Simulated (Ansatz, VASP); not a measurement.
Zn3PbO: VASP beside Ansatz

The input INCAR:

```
PREC = Accurate ; ENCUT = 600
EDIFF = 1E-6 ; ISMEAR = 0
SIGMA = 0.05 ; LREAL = False
LASPH = True ; NELM = 120
ALGO = Normal ; ISIF = 2
LWAVE = False ; LCHARG = True
GGA = PE ; LELF = True
LVHAR = True ; NBANDS = 36
GGA_COMPAT = False
```

The input KPOINTS:

```
Automatic mesh
0
Gamma
  4 4 4
```

Contents of POSCAR:

```
Zn3PbO
1.0
    4.2992092296      0.0000000000      0.0000000000
    0.0000000000      4.2992092296      0.0000000000
    0.0000000000      0.0000000000      4.2992092296
Pb O Zn
1 1 3
Direct
    0.0000000000      0.0000000000      0.0000000000
    0.5000000000      0.5000000000      0.5000000000
    0.5000000000      0.5000000000      0.0000000000
    0.5000000000      0.0000000000      0.5000000000
    0.0000000000      0.5000000000      0.5000000000
```

Input for Ansatz:

```yaml
crystal:
  lattice:
    - [4.2992092296, 0.0, 0.0]
    - [0.0, 4.2992092296, 0.0]
    - [0.0, 0.0, 4.2992092296]
  atoms:
    - { symbol: Pb, position: [0.0, 0.0, 0.0] }
    - { symbol: O, position: [0.5, 0.5, 0.5] }
    - { symbol: Zn, position: [0.5, 0.5, 0.0] }
    - { symbol: Zn, position: [0.5, 0.0, 0.5] }
    - { symbol: Zn, position: [0.0, 0.5, 0.5] }
basis:
  ecutwfc: 420
kpoints:
  mp_grid: { grid: [4, 4, 4] }
hamiltonian:
  xc: pbe
scf:
  occupations: { method: gaussian, width: 0.05 }
output:
  forces: true
  stress: true
  eigenvalues: true
```

Alike in both runs: task single point; functional PBE; k mesh 4 × 4 × 4; occupations gaussian, width 0.05 eV; no spin polarisation.

|  | VASP | Ansatz |
| --- | --- | --- |
| version | VASP 6.6.1 | Ansatz 0.2.0 |
| potentials or method | VASP PAW PBE potentials, release 64 (Pb_d, O, Zn), cutoff 600 eV | scalar-relativistic, plane waves, PAW |
| valence electrons in the cell | 56 | 56 |

|  | VASP | Ansatz | Ansatz less VASP |
| --- | --- | --- | --- |
| gap on the k mesh at the Fermi level (eV) | none | none | - |
| pressure (GPa) | 7.4 | 7.2 | -0.25 |

A gap of «none» marks a metal or a gap that the smearing closes.

The k mesh is coarse, so the values compare programs but aren't converged. Spin-orbit coupling is off throughout.
